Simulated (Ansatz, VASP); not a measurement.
# One calculation of AlN, two programs

INCAR

```
ALGO = Normal
EDIFF = 1E-7
ENCUT = 520
GGA = PS
ISIF = 2
ISMEAR = 0
LASPH = True
LCHARG = True
LELF = True
LREAL = False
LVHAR = True
LWAVE = False
NBANDS = 11
NELM = 100
PREC = Accurate
SIGMA = 0.01
```

The input KPOINTS:

```
k-points
0
Gamma
  8 8 8
```

File POSCAR:

```
AlN
1.0
    0.0000000000      2.1886778373      2.1886778373
    2.1886778373      0.0000000000      2.1886778373
    2.1886778373      2.1886778373      0.0000000000
Al N
1 1
Direct
    0.0022844842      0.0022844842      0.0022844842
    0.2500000000      0.2500000000      0.2500000000
```

Input for Ansatz:

```yaml
crystal:
  lattice:
    - [0.0, 2.1886778373, 2.1886778373]
    - [2.1886778373, 0.0, 2.1886778373]
    - [2.1886778373, 2.1886778373, 0.0]
  atoms:
    - { symbol: Al, position: [0.002284484228, 0.002284484228, 0.002284484228] }
    - { symbol: "N", position: [0.25, 0.25, 0.25] }
kpoints:
  mp_grid: { grid: [8, 8, 8] }
scf:
  occupations: { method: fixed }
  convergence: { dr2_threshold: 1.0e-10 }
hamiltonian:
  xc: pbesol
  pseudopotentials: { kind: all_electron, lapw: { basis_error: 0.0005 } }
output:
  forces: true
  stress: true
  eigenstates:
    kpoints:
      - [0.0, 0.0, 0.0]
      - [0.0, -0.5, -0.5]
      - [-0.5, 0.0, -0.5]
      - [-0.5, -0.5, 0.0]
      - [0.0, 0.5, 0.0]
      - [0.5, 0.0, 0.0]
      - [0.0, 0.0, 0.5]
      - [0.5, 0.5, 0.5]
  eigenvalues: true
```

Change from the starting cell: atom 1 moved by [0.01, 0.01, 0.01] A.

Alike in both runs: task single point; functional PBEsol; k mesh 8 × 8 × 8; no spin polarisation.

|  | VASP | Ansatz |
| --- | --- | --- |
| version | VASP 6.6.1 | Ansatz 0.2.0 |
| potentials or method | VASP PAW PBE potentials, release 64 (Al, N), cutoff 520 eV | all-electron LAPW, scalar-relativistic |
| occupations | gaussian, width 0.01 eV | fixed |

|  | VASP | Ansatz | Ansatz less VASP |
| --- | --- | --- | --- |
| gap on the k mesh at the Fermi level (eV) | 3.16 | 3.16 | +0.004 |
| pressure (GPa) | 0.1 | -0.1 | -0.12 |
| traceless stress, the component that is largest in VASP (GPa) | 0.72 | 0.71 | -0.015 |
| rms of the force components (eV/Å) | 0.150 | 0.149 | -0.0014 |

VASP's potentials were made for PBE, not for PBEsol. Atom by atom the forces differ by 0.001 eV/Å (rms over components). Ansatz ran all-electron here, and VASP with PAW potentials.
